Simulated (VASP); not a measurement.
Crystal: KTaO3.

```
K Ta O
1.0
     3.99013    0.00000    0.00000
     0.00000    3.99013    0.00000
     0.00000    0.00000    3.87043
K Ta O
1 1 3
Direct
  0.00000 0.00000 0.00000
  0.50000 0.50000 0.50000
  0.50000 0.50000 0.00000
  0.50000 0.00000 0.50000
  0.00000 0.50000 0.50000
```

This cell differs from its parent crystal: uniaxial z strain -3.0%.

Base run:

- Program: VASP 6.6.1
- Functional: r2SCAN
- Potentials or basis: VASP PAW PBE potentials, release 64 (K_sv, Ta_sv_GW, O)
- Cutoff: 770 eV
- k mesh: 6 × 6 × 6
- Occupations: gaussian, width 0.01 eV
- Spin: no spin polarisation

Its results: band gap on the k mesh 2.63 eV (least direct gap 3.27 eV); pressure 7.5 GPa.

Question: The run is repeated on the same cell with these changes: functional from r2SCAN to PBE; cutoff from 770 eV to 700 eV; occupations from gaussian, width 0.01 eV to fermi-dirac, width 0.02 eV. What comes out?

Answer: Band gap on the k mesh 2.22 eV (least direct gap 2.81 eV); pressure 12.6 GPa.

Caveats: spin-orbit coupling is left out, which moves the levels of the heavy elements; the stress differs along the axes, from 3 to 17 GPa (at least some runs); the PAW data sets were made with another functional, which shifts forces and pressure a little (at least some runs); the stress differs along the axes, from 8 to 22 GPa (at least some runs).

A k mesh can miss the band edges.
